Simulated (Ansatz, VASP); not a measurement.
**ZrSn2S3: VASP beside Ansatz**

File INCAR:

```
SYSTEM = ZrSn2S3
  PREC = Accurate
  ENCUT = 600
  EDIFF = 1E-6
  ISMEAR = 0
  SIGMA = 0.1
  LREAL = .FALSE.
  LASPH = .TRUE.
  NELM = 100
  ALGO = Normal
  ISIF = 3
  LWAVE = .FALSE.
  LCHARG = .FALSE.
  GGA = PE
  IBRION = 2
  NSW = 90
  EDIFFG = -0.04
```

Contents of KPOINTS:

```
Automatic mesh
0
G
  6 6 2
  0 0 0
```

The input POSCAR:

```
ZrSn2S3
1.0
    4.0986555600      0.0000000000      0.0000000000
   -2.0493277800      3.5495398300      0.0000000000
    0.0000000000      0.0000000000     10.1108245200
Zr Sn S
1 2 3
Direct
    0.0000000000      0.0000000000      0.0000000000
    0.3333333300      0.6666666700      0.6686666600
    0.6666666700      0.3333333300      0.3313333400
    0.3333333300      0.6666666700      0.1657571800
    0.6666666700      0.3333333300      0.8342428200
    0.0000000000      0.0000000000      0.5000000000
```

Input for Ansatz:

```yaml
crystal:
  lattice:
    - [4.09865556, 0.0, 0.0]
    - [-2.04932778, 3.54953983, 0.0]
    - [0.0, 0.0, 10.11082452]
  atoms:
    - { symbol: Zr, position: [0.0, 0.0, 0.0] }
    - { symbol: Sn, position: [0.33333333, 0.66666667, 0.66866666] }
    - { symbol: Sn, position: [0.66666667, 0.33333333, 0.33133334] }
    - { symbol: S, position: [0.33333333, 0.66666667, 0.16575718] }
    - { symbol: S, position: [0.66666667, 0.33333333, 0.83424282] }
    - { symbol: S, position: [0.0, 0.0, 0.5] }
basis:
  ecutwfc: 420
kpoints:
  mp_grid: { grid: [6, 6, 2] }
hamiltonian:
  xc: pbe
scf:
  occupations: { method: gaussian, width: 0.1 }
  lower_state_search: "off"
output:
  forces: true
  stress: true
  eigenvalues: true
relax:
  adjacent_minimum: "off"
  f_tol: 0.04
  max_steps: 70
  cell: { stress_tol: 0.4 }
```

Change from the starting cell: species swapped into the InSn2Te3 type (P-3m1, No. 164).

Alike in both runs: task relaxation of cell and atoms; functional PBE; k mesh 6 × 6 × 2; occupations gaussian, width 0.1 eV; no spin polarisation.

```csv
,VASP,Ansatz
version,VASP 6.6.1,Ansatz 0.2.0
potentials or method,"VASP PAW PBE potentials, release 64 (Zr_sv, Sn_d, S), cutoff 600 eV","scalar-relativistic, plane waves, PAW"
valence electrons in the cell,58,58
```

|  | VASP | Ansatz | Ansatz less VASP |
| --- | --- | --- | --- |
| gap on the k mesh at the Fermi level, each at its own relaxed structure (eV) | none | none | - |
| relaxed volume (Å³/atom) | 23.74 | 23.65 | -0.093 |
| relaxed length of the cell vector where the two differ most in proportion (Å) | 12.670 | 12.618 | -0.0526 |

A gap of «none» marks a metal or a gap that the smearing closes.
